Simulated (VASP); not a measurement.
OH2, 3 atoms in the cell. The cell holds a molecule in a box, 3 atoms: a = 14.000 Å, b = 14.500 Å, c = 15.000 Å, α = 90.00°, β = 90.00°, γ = 90.00°. 

| Item | Value |
| --- | --- |
| Program | VASP 6.6.1 |
| Task | relaxation of the atoms |
| Functional | PBE |
| Dispersion | D3(BJ) |
| Potentials or basis | VASP PAW PBE potentials, release 64 (O, H) |
| Cutoff | 520 eV |
| k mesh | 1 × 1 × 1 |
| Occupations | gaussian, width 0.005 eV |
| Spin | no spin polarisation |
| Dipole correction | no |
| Further INCAR settings | ALGO = Normal; EDIFF = 1e-07; ISYM = 0; NELMDL = -8; IBRION = 2; EDIFFG = -0.01; NSW = 100 |

Potentials or basis: VASP PAW PBE potentials, release 64 (O, H).

Command:

```console
$ cat potpaw_PBE.64/O/POTCAR potpaw_PBE.64/H/POTCAR > POTCAR
$ mpirun -np 1 vasp_gam > vasp.out
```

Hardware: 1 thread of Intel(R) Xeon(R) Platinum 8488C (Sapphire Rapids), on a shared host.

Estimate the wall time of this run.

Run time: 16 min on 1 thread of Intel(R) Xeon(R) Platinum 8488C (Sapphire Rapids), with other jobs on the host, peak memory 1.8 GiB. Counts: scf iterations 125, k points 1, ion steps 8.
